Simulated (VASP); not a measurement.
Runs of VASP 6.6.1 on BN. The structure is that of space group P6_3/mmc (No. 194), or close to it. The cells are those of the table. 

| cell | k mesh | gap on the mesh (eV) | pressure (GPa) |
| --- | --- | --- | --- |
| a = 2.462, b = 2.462, c = 5.277 Å, angles 90.0, 90.0, 120.0°, 4 atoms | 12 × 12 × 4 | (c) | 25.6 |
| a = 2.480, b = 2.480, c = 5.707 Å, angles 90.0, 90.0, 120.0°, 4 atoms | 12 × 12 × 4 | 4.76 | 12.5 |
| a = 2.437, b = 2.437, c = 4.814 Å, angles 90.0, 90.0, 120.0°, 4 atoms | 12 × 12 × 6 | 4.47 | 50.7 |
| a = 2.501, b = 2.501, c = 7.012 Å, angles 90.0, 90.0, 120.0°, 4 atoms | 12 × 12 × 4 | 4.96 | 0.2 |
| a = 2.501, b = 2.501, c = 7.149 Å, angles 90.0, 90.0, 120.0°, 4 atoms | 12 × 12 × 4 | 4.98 | 0.1 |
| a = 2.407, b = 2.407, c = 4.393 Å, angles 90.0, 90.0, 120.0°, 4 atoms | 12 × 12 × 6 | 4.29 | 90.8 |
| a = 2.501, b = 2.501, c = 6.599 Å, angles 90.0, 90.0, 120.0°, 4 atoms | 12 × 12 × 4 | (b) | 0.8 |
| a = 2.501, b = 2.501, c = 6.462 Å, angles 90.0, 90.0, 120.0°, 4 atoms | 12 × 12 × 4 | 4.82 | 1.1 |
| a = 2.501, b = 2.501, c = 6.874 Å, angles 90.0, 90.0, 120.0°, 4 atoms | 12 × 12 × 4 | 4.93 | (a) |
| a = 2.501, b = 2.501, c = 6.737 Å, angles 90.0, 90.0, 120.0°, 4 atoms | 12 × 12 × 4 | 4.90 | 0.6 |

Alike in all rows: task single point; level r2SCAN; potentials or basis VASP PAW PBE potentials, release 64 (B, N); no spin polarisation; cutoff (eV) 520; smearing gaussian 0.02 eV.

Question: Estimate the missing entries.

Answer: (a) 0.4; (b) 4.87; (c) 4.59.

Caveats: the PAW data sets were made with another functional, which shifts forces and pressure a little.

A k mesh can miss the band edges.
